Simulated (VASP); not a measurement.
Wanted: the native input for a VASP 6.6.1 run.

- Task: single point
- Functional: PBE
- Potentials or basis: VASP PAW PBE potentials, release 64 (Si, Ni)
- Cutoff: 520 eV
- k mesh: 8 × 10 × 6
- Occupations: gaussian, width 0.1 eV
- Spin: no spin polarisation
- Dipole correction: no
- Further INCAR settings: ALGO = Normal; EDIFF = 1e-07; NBANDS = 38

The structure of SiNi lies in POSCAR:

```
SiNi
1.0
    5.2484738972      0.0000000000      0.0000000000
    0.0000000000      3.4276651367      0.0000000000
    0.0000000000      0.0000000000      5.7607253215
Si Ni
4 4
Direct
    0.3183244300      0.7500000000      0.0821464277
    0.1816755700      0.2500000000      0.5821464277
    0.8183244300      0.7500000000      0.4178535723
    0.6816755700      0.2500000000      0.9178535723
    0.0057354846      0.2500000000      0.1916634505
    0.4942645154      0.7500000000      0.6916634505
    0.5057354846      0.2500000000      0.3083365495
    0.9942645154      0.7500000000      0.8083365495
```

This cell differs from its parent crystal: volume scaled by 1.06, then relaxed in part.

These files were run (other wordings do the same):

INCAR

```
SYSTEM = SiNi
ALGO = Normal
EDIFF = 1E-7
ENCUT = 520
GGA = PE
ISIF = 2
ISMEAR = 0
LASPH = .TRUE.
LCHARG = .FALSE.
LREAL = .FALSE.
LWAVE = .FALSE.
NBANDS = 38
NELM = 80
PREC = Accurate
SIGMA = 0.1
```

KPOINTS

```
k-points
0
G
  8 10 6
  0 0 0
```

Potentials or basis: VASP PAW PBE potentials, release 64 (Si, Ni).

Command:

```sh
$ cat potpaw_PBE.64/Si/POTCAR potpaw_PBE.64/Ni/POTCAR > POTCAR
$ mpirun -np 1 vasp_std > vasp.out
```

Results of the run:

```
Pressure               : -8.3 GPa
Largest force          : 0.009 eV/Å
Band gap on the k mesh : zero (band 28 reaches 10.46 eV, above the bottom of band 29 at 8.74 eV)
```

It took 12 min on 1 thread of Oxide Virtual Turin-like Processor, on a shared host, peak memory 0.43 GiB.
